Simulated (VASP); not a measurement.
Here is a VASP 6.6.1 calculation.

POSCAR

```
BP
1.0
    0.0000000000      2.2226808807      2.2226808807
    2.2226808807      0.0000000000      2.2226808807
    2.2226808807      2.2226808807      0.0000000000
P B
1 1
Direct
    0.7500000000      0.7500000000      0.7500000000
    0.0000000000      0.0000000000      0.0000000000
```

Contents of INCAR.step1:

```
SYSTEM = BP
  PREC = Accurate
  ENCUT = 520
  EDIFF = 1E-5
  ISMEAR = -1
  SIGMA = 0.05
  LREAL = .FALSE.
  LASPH = .TRUE.
  NELM = 80
  ALGO = Normal
  ISIF = 2
  LWAVE = .TRUE.
  LCHARG = .FALSE.
  NBANDS = 11
  GGA = PE
```

File INCAR.step2:

```
SYSTEM = BP
  PREC = Accurate
  ENCUT = 520
  EDIFF = 1E-6
  ISMEAR = -1
  SIGMA = 0.05
  LREAL = .FALSE.
  LASPH = .TRUE.
  NELM = 80
  ALGO = Normal
  ISIF = 2
  LWAVE = .FALSE.
  LCHARG = .FALSE.
  GGA = PS
  LHFCALC = .TRUE.
  AEXX = 0.25
  PRECFOCK = Normal
  NBANDS = 11
  ISTART = 1
```

The input KPOINTS:

```
regular mesh
0
G
  5 5 5
  0 0 0
```

Potentials or basis: VASP PAW PBE potentials, release 64 (P, B).

Launch:

```bash
$ cat potpaw_PBE.64/P/POTCAR potpaw_PBE.64/B/POTCAR > POTCAR
$ cp INCAR.step1 INCAR
$ mpirun -np 1 vasp_std > vasp.out
$ cp INCAR.step2 INCAR
$ mpirun -np 1 vasp_std > vasp.out
```

(1) What does it give for the band gap on the k mesh?

(2) Estimate the pressure.

Results:

(1) 2.57 eV, indirect (least direct gap 5.16 eV).

(2) 7.7 GPa.

Caveat: the k points lie up to 0.49 Å⁻¹ apart; the PAW data sets were made with another functional, which shifts forces and pressure a little.
